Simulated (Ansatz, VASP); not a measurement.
## One calculation of GaSb, two programs

```
CELL_PARAMETERS angstrom
0.00000 3.04350 3.04350
3.04350 0.00000 3.04350
3.04350 3.04350 0.00000
ATOMIC_POSITIONS crystal
Ga 0.00000 0.00000 0.00000
Sb 0.25000 0.25000 0.25000
```

Alike in both runs: task single point; functional PBE; k mesh 12 × 12 × 12; occupations gaussian, width 0.1 eV; no spin polarisation.

|  | VASP | Ansatz |
| --- | --- | --- |
| version | VASP 6.6.1 | Ansatz 0.2.0 |
| potentials or method | VASP PAW PBE potentials, release 64 (Ga_d, Sb), cutoff 520 eV | scalar-relativistic, plane waves, PAW |
| valence electrons in the cell | 18 | 28 |

```csv
,VASP,Ansatz,Ansatz less VASP
gap on the k mesh at the Fermi level (eV),0.15,0.14,-0.003
least direct gap on the mesh (eV),0.15,0.14,-0.003
pressure (GPa),3.3,3.2,-0.09
```

VASP's potentials hold 18 valence electrons a cell and Ansatz's 28, so a difference there can come from the potentials and not from the codes.

Neither program's run includes spin-orbit coupling.
